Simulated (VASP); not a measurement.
# Cs (Fm-3m) in VASP: notebook

Cs is run at these levels: BLYP; tasks: single point.

Program: VASP 6.6.1. These are calculated values, not measurements. Logs are shortened: lines on timing, memory, paths and dates and some standing lists are left out, and cuts for length are marked.

## 1. The cell of the first run

It takes space group Fm-3m (No. 225, cubic). Conventional cell: a = 7.819 Å, b = 7.819 Å, c = 7.819 Å, α = 90.00°, β = 90.00°, γ = 90.00°.

This isn't the form of Cs at room conditions, which is bcc.

## 2. Single point, BLYP (119.52 Å³/atom)

INCAR

```
SYSTEM = Cs
AGGAC = 1.0 ; AGGAX = 1.0
ALDAC = 0.0 ; ALDAX = 1.0
ALGO = Normal ; EDIFF = 1E-6
ENCUT = 520 ; GGA = B5
ISIF = 2 ; ISMEAR = -1
LASPH = .True. ; LCHARG = .True.
LELF = .True. ; LREAL = .False.
LVHAR = .True. ; LWAVE = .False.
NBANDS = 10 ; NELM = 60
PREC = Accurate ; SIGMA = 0.1
```

KPOINTS

```
k-points
0
Gamma
  8 8 8
  0 0 0
```

POSCAR

```
Cs
1.0
    0.0000000000      3.9096768148      3.9096768148
    3.9096768148      0.0000000000      3.9096768148
    3.9096768148      3.9096768148      0.0000000000
Cs
1
Direct
    0.0000000000      0.0000000000      0.0000000000
```

Potentials or basis: VASP PAW PBE potentials, release 64 (Cs_sv).

Run with:

```
> cat potpaw_PBE.64/Cs_sv/POTCAR > POTCAR
> mpirun -np 1 vasp_std > vasp.out
```

OUTCAR:

```text
SYSTEM = Cs
   EDIFF = 1E-6
   ENCUT = 520
   GGA = B5
   ISIF = 2
   ISMEAR = -1
   LASPH = .True.
   LREAL = .False.
   NELM = 60
   PREC = Accurate

 ion  position               nearest neighbor table
   1  0.000  0.000  0.000-

  LATTYP: Found a face centered cubic cell.
 ALAT       =     7.8193536296

  Lattice vectors:

 A1 = (   0.0000000000,   3.9096768148,   3.9096768148)
 A2 = (   3.9096768148,   0.0000000000,   3.9096768148)
 A3 = (   3.9096768148,   3.9096768148,   0.0000000000)

Analysis of symmetry for initial positions (statically):
=====================================================================
 Subroutine PRICEL returns:
 Original cell was already a primitive cell.

 Routine SETGRP: Setting up the symmetry group for a
 face centered cubic supercell.

 Subroutine GETGRP returns: Found 48 space group operations
 (whereof 48 operations were pure point group operations)
 out of a pool of 48 trial point group operations.

The static configuration has the point symmetry O_h .

Analysis of symmetry for dynamics (positions and initial velocities):
=====================================================================
 Subroutine PRICEL returns:
 Original cell was already a primitive cell.

 Routine SETGRP: Setting up the symmetry group for a
 face centered cubic supercell.

 Subroutine GETGRP returns: Found 48 space group operations
 (whereof 48 operations were pure point group operations)
 out of a pool of 48 trial point group operations.

The dynamic configuration has the point symmetry O_h .

 Subroutine INISYM returns: Found 48 space group operations
 (whereof 48 operations are pure point group operations),
 and found     1 'primitive' translations

----------------------------------------------------------------------------------------

                                     Primitive cell

  volume of cell :     119.5233

  direct lattice vectors                    reciprocal lattice vectors
     0.000000000  3.909676815  3.909676815    -0.127887809  0.127887809  0.127887809
     3.909676815  0.000000000  3.909676815     0.127887809 -0.127887809  0.127887809
     3.909676815  3.909676815  0.000000000     0.127887809  0.127887809 -0.127887809

  length of vectors
     5.529117976  5.529117976  5.529117976     0.221508182  0.221508182  0.221508182

  position of ions in fractional coordinates (direct lattice)
     0.000000000  0.000000000  0.000000000

  ion indices of the primitive-cell ions
   primitive index   ion index
                 1           1

[... 72 lines left out ...]
   LREAL  =      F    real-space projection
   EDIFFG = 0.1E-04   stopping-criterion for IOM
   NSW    =      0    number of steps for IOM
   IBRION =     -1    ionic relax: 0-MD 1-quasi-New 2-CG
   NFREE  =      0    steps in history (QN), initial steepest desc. (CG)
   ISIF   =      2    stress and relaxation
   ISYM   =      2    0-nonsym 1-usesym 2-fastsym
   POTIM  = 0.5000    time-step for ionic-motion
   TEBEG  =    0.0;   TEEND  =   0.0 temperature during run
   PSTRESS=    0.0 pullay stress
   NELECT =       9.0000    total number of electrons
   NUPDOWN=      -1.0000    fix difference up-down
   EMIN   =  10.00;   EMAX   =-10.00  energy-range for DOS
   EFERMI =   0.00;   METHOD = LEGACY
   ISMEAR =    -1;   SIGMA  =   0.10  broadening in eV -4-tet -1-fermi 0-gaus
   EFERMI_NEDOS =   21; number of points for ismear=-14 and -15
   IALGO  =     38    algorithm
   IMIX   =      4    mixing-type and parameters
     AMIX     =   0.40;   BMIX     =  1.00
     AMIX_MAG =   1.60;   BMIX_MAG =  1.00
  volume/ion in A,a.u.               =     119.52       806.58
  Fermi-wavevector in a.u.,A,eV,Ry     =   0.691308  1.306382  6.502313  0.477907
  Thomas-Fermi vector in A             =   1.772922
   LORBIT       =      0    0 simple, 1 ext, 2 COOP (PROOUT), +10 PAW based schemes
   GGA     = B5    functional components
   LHFCALC =     F    Hartree Fock is set to
   AEXX    =    0.0000 exact exchange contribution
   IVDW    =     0    specifies the selected vdW correction
   LEPSILON=     F    determine dielectric tensor
   LRPA    =     F    only Hartree local field effects (RPA)
 non-spin polarized calculation
  energy-cutoff  :      520.00
  volume of cell :      119.52
 maximum number of plane-waves:      3250
 NGX is ok and might be reduce to    42
   NGX = 21   NGY = 21   NGZ = 21

 number of electron       8.9999999 magnetization

 Free energy of the ion-electron system (eV)
  ---------------------------------------------------
  ext. energy  EPLUGINS =         0.00000000
  ---------------------------------------------------
  free energy    TOTEN  =        -0.54249951 eV

  energy without entropy =       -0.49938126  energy(sigma->0) =       -0.52094039

 E-fermi :   0.7838     XC(G=0):  -4.8911

 val. band max:        0.7201232601   @ k =   0.5000   0.2500   0.1250
 cond. band min:       0.8090296149   @ k =   0.5000   0.1250   0.0000
 fundamental gap:      0.0889063547
 Fermi energy:         0.7837821554

 k-point     1 :       0.0000    0.0000    0.0000
  band No.  band energies     occupation
      1     -23.1727      2.00000
      2      -9.9654      2.00000
      3      -9.9654      2.00000
      4      -9.9654      2.00000
      5      -0.8317      2.00000
      6       3.0323      0.00000
      7       3.0323      0.00000
      8       3.0323      0.00000
      9       4.0065      0.00000
     10       4.0065      0.00000
[... 287 lines left out ...]
 k-point    24 :      -0.3750    0.2500    0.1250
  band No.  band energies     occupation
      1     -23.1667      2.00000
      2     -10.0688      2.00000
      3     -10.0134      2.00000
      4      -9.9922      2.00000
      5       1.1577      0.04646
      6       1.6297      0.00042
      7       2.3918      0.00000
      8       3.2009      0.00000
      9       4.1095      0.00000
     10       4.8285      0.00000

 [... further k-points ...]
[... 5 lines left out ...]
  --------------------------------------------------------------------------------------
  -------------------------------------------------------------------------------------
  Total        0.0620211      0.0620211      0.0620211     -0.0000000     -0.0000000      0.0000000
  in kB        0.8313763      0.8313763      0.8313763     -0.0000000     -0.0000000      0.0000000
  external PRESSURE =       0.8313763 kB  Pullay stress =       0.0000000 kB

 VOLUME and BASIS-vectors are now :
 -----------------------------------------------------------------------------
  energy-cutoff  :      520.00
  volume of cell :      119.52
      direct lattice vectors                 reciprocal lattice vectors
     0.000000000  3.909676815  3.909676815    -0.127887809  0.127887809  0.127887809
     3.909676815  0.000000000  3.909676815     0.127887809 -0.127887809  0.127887809
     3.909676815  3.909676815  0.000000000     0.127887809  0.127887809 -0.127887809

 POSITION                                       TOTAL-FORCE (eV/Angst)
 -----------------------------------------------------------------------------------
      0.00000      0.00000      0.00000        -0.000000      0.000000      0.000000
 -----------------------------------------------------------------------------------
    total drift:                                0.000000     -0.000000      0.000000

  FREE ENERGIE OF THE ION-ELECTRON SYSTEM (eV)
  ---------------------------------------------------
  free  energy   TOTEN  =        -0.5424995147 eV

  energy  without entropy=       -0.4993812580  energy(sigma->0) =       -0.52094039
```

OSZICAR:

```text
N       E                     dE             d eps       ncg     rms          rms(c)
DAV:   1     0.540794386606E+02    0.54079E+02   -0.28853E+03   580   0.622E+02
DAV:   2     0.502822396713E+01   -0.49051E+02   -0.47834E+02   782   0.108E+02
DAV:   3    -0.456470250430E+00   -0.54847E+01   -0.54744E+01   668   0.420E+01
DAV:   4    -0.545961995745E+00   -0.89492E-01   -0.89472E-01   738   0.631E+00
DAV:   5    -0.546417669579E+00   -0.45567E-03   -0.45566E-03   824   0.416E-01    0.237E-01
DAV:   6    -0.543394421910E+00    0.30232E-02   -0.39353E-03   730   0.286E-01    0.126E-01
DAV:   7    -0.542376050782E+00    0.10184E-02   -0.40649E-03   756   0.286E-01    0.412E-02
DAV:   8    -0.542468417967E+00   -0.92367E-04   -0.28017E-04   670   0.625E-02    0.835E-03
DAV:   9    -0.542489243467E+00   -0.20826E-04   -0.31636E-05   684   0.162E-02    0.340E-03
DAV:  10    -0.542497701321E+00   -0.84579E-05   -0.23456E-05   632   0.126E-02    0.135E-03
DAV:  11    -0.542499461861E+00   -0.17605E-05   -0.11472E-05   654   0.901E-03    0.624E-04
DAV:  12    -0.542499514704E+00   -0.52843E-07   -0.10247E-07   382   0.140E-03
   1 F= -.54249951E+00 E0= -.52094039E+00  d E =-.431183E-01
```

Wall time 32 s (1 thread of Intel Xeon Platinum 8488C (Sapphire Rapids), shared host); peak memory 0.24 GiB.

What came out:

```yaml
Free_energy: -0.5425 eV
Pressure: 0.1 GPa
Band_gap_on_the_k_mesh: zero (an odd number of electrons rules out a gap without spin polarisation)
```

Levels at points of the mesh, in eV from the Fermi level:
```
           k point  band 2  band 3  band 4  band 5  band 6  band 7  band 8  band 9
(0.00, 0.00, 0.00)  -10.75  -10.75  -10.75   -1.62    2.25    2.25    2.25    3.22
(0.50, 0.00, 0.00)  -10.87  -10.77  -10.77   -0.07    0.90    2.14    2.14    3.96
(0.50, 0.50, 0.00)  -10.86  -10.79  -10.79    0.32    0.98    1.47    3.85    3.95
```

Caveat: the PAW data sets were made with another functional, which shifts forces and pressure a little; spin-orbit coupling is left out, which moves the levels of the heavy elements.

## 3. Single point, BLYP (124.50 Å³/atom)

This run uses another cell than the first one, of 124.50 Å³/atom.

INCAR

```
SYSTEM = Cs
PREC     = Accurate       ! precision mode
ENCUT    = 520            ! plane-wave cutoff, eV
EDIFF    = 1E-7           ! SCF threshold, eV
ISMEAR   = -1             ! smearing method
SIGMA    = 0.1            ! smearing width, eV
LREAL    = .FALSE.        ! projectors in reciprocal space
LASPH    = .TRUE.         ! aspherical terms in the spheres
NELM     = 60             ! most SCF steps
ALGO     = Normal         ! electronic algorithm
ISIF     = 2              ! what is computed and relaxed
LWAVE    = .FALSE.        ! write WAVECAR
LCHARG   = .FALSE.        ! write CHGCAR
GGA      = B5             ! functional
ALDAX    = 1.0          
AGGAX    = 1.0          
AGGAC    = 1.0          
ALDAC    = 0.0          
NBANDS   = 10             ! bands
```

KPOINTS

```
regular mesh
0
G
  8 8 8
  0 0 0
```

POSCAR

```
Cs
1.0
    0.0000000000      3.9632406875      3.9632406875
    3.9632406875      0.0000000000      3.9632406875
    3.9632406875      3.9632406875      0.0000000000
Cs
1
Direct
    0.0000000000      0.0000000000      0.0000000000
```

Potentials or basis: VASP PAW PBE potentials, release 64 (Cs_sv).

Run with:

```
> cat potpaw_PBE.64/Cs_sv/POTCAR > POTCAR
> mpirun -np 1 vasp_std > vasp.out
```

It took 35 s on 1 thread of Intel Xeon Platinum 8488C (Sapphire Rapids), shared host; peak memory 0.24 GiB.

It converged, with:

- Free energy: -0.5442 eV
- Pressure: 0.0 GPa
- Band gap on the k mesh: zero (an odd number of electrons rules out a gap without spin polarisation)

Levels at points of the mesh, in eV from the Fermi level:
| k point | band 3 | band 4 | band 5 | band 6 | band 7 | band 8 |
| --- | --- | --- | --- | --- | --- | --- |
| (0.00, 0.00, 0.00) | -10.77 | -10.77 | -1.57 | 2.23 | 2.23 | 2.23 |
| (0.50, 0.00, 0.00) | -10.79 | -10.79 | -0.06 | 0.86 | 2.12 | 2.12 |
| (0.50, 0.50, 0.00) | -10.81 | -10.81 | 0.35 | 1.01 | 1.41 | 3.67 |

Caveat: the PAW data sets were made with another functional, which shifts forces and pressure a little; spin-orbit coupling is left out, which moves the levels of the heavy elements.

The gap in the log of VASP goes by the Fermi energy; the results here count the filled bands.